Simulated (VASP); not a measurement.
A run of VASP 6.6.1 is set up as follows.

The input POSCAR:

```
TaSi2
1.0
    4.7733151223      0.0000000000      0.0000000000
   -2.3866575611      4.1338121561      0.0000000000
    0.0000000000      0.0000000000      6.5679729033
Ta Si
3 6
Direct
    0.0000000000      0.5000000000      0.3333333333
    0.5000000000      0.5000000000      0.6666666667
    0.5000000000      0.0000000000      0.0000000000
    0.3175214368      0.1587607184      0.3333333333
    0.1587607184      0.8412392816      0.6666666667
    0.8412392816      0.6824785632      0.0000000000
    0.6824785632      0.8412392816      0.3333333333
    0.8412392816      0.1587607184      0.6666666667
    0.1587607184      0.3175214368      0.0000000000
```

File INCAR.step1:

```
PREC     = Accurate       # precision mode
ENCUT    = 520            # plane-wave cutoff, eV
ISMEAR   = -1             # smearing method
SIGMA    = 0.05           # smearing width, eV
LREAL    = False          # projectors in reciprocal space
LASPH    = True           # aspherical terms in the spheres
NELM     = 100            # most SCF steps
NBANDS   = 38             # bands
GGA      = PE             # functional
ALGO     = Normal         # electronic algorithm
EDIFF    = 1E-4           # SCF threshold, eV
LWAVE    = True           # write WAVECAR
LCHARG   = False          # write CHGCAR
```

INCAR.step2

```
PREC     = Accurate       # precision mode
ENCUT    = 520            # plane-wave cutoff, eV
EDIFF    = 1E-6           # SCF threshold, eV
ISMEAR   = -1             # smearing method
SIGMA    = 0.05           # smearing width, eV
LREAL    = False          # projectors in reciprocal space
LASPH    = True           # aspherical terms in the spheres
NELM     = 100            # most SCF steps
ALGO     = Normal         # electronic algorithm
ISIF     = 2              # what is computed and relaxed
LWAVE    = False          # write WAVECAR
LCHARG   = False          # write CHGCAR
METAGGA  = R2SCAN         # meta-GGA
LMIXTAU  = True         
NBANDS   = 38             # bands
ISTART   = 1
```

The input KPOINTS:

```
regular mesh
0
Gamma
  7 7 4
```

Potentials or basis: VASP PAW PBE potentials, release 64 (Ta_pv, Si).

Command:

```sh
$ cat potpaw_PBE.64/Ta_pv/POTCAR potpaw_PBE.64/Si/POTCAR > POTCAR
$ cp INCAR.step1 INCAR
$ mpirun -np 1 vasp_std > vasp.out
$ cp INCAR.step2 INCAR
$ mpirun -np 1 vasp_std > vasp.out
```

Q: Predict the largest force.

A: 0.011 eV/Å.

Q: Estimate the pressure.

A: 0.3 GPa.

Q: Predict the band gap on the k mesh.

A: Zero (an odd number of electrons rules out a gap without spin polarisation).

Forces in eV/Å, atoms in the order of the input:
```
Ta   0.000  0.000  0.000
Ta   0.000  0.000  0.000
Ta   0.000  0.000  0.000
Si  -0.010 -0.006  0.000
Si  -0.010  0.006  0.000
Si   0.000  0.011  0.000
Si   0.010  0.006  0.000
Si   0.010 -0.006  0.000
Si   0.000 -0.011  0.000
```

Caveat: the PAW data sets were made with another functional, which shifts forces and pressure a little; spin-orbit coupling is left out, which moves the levels of the heavy elements.
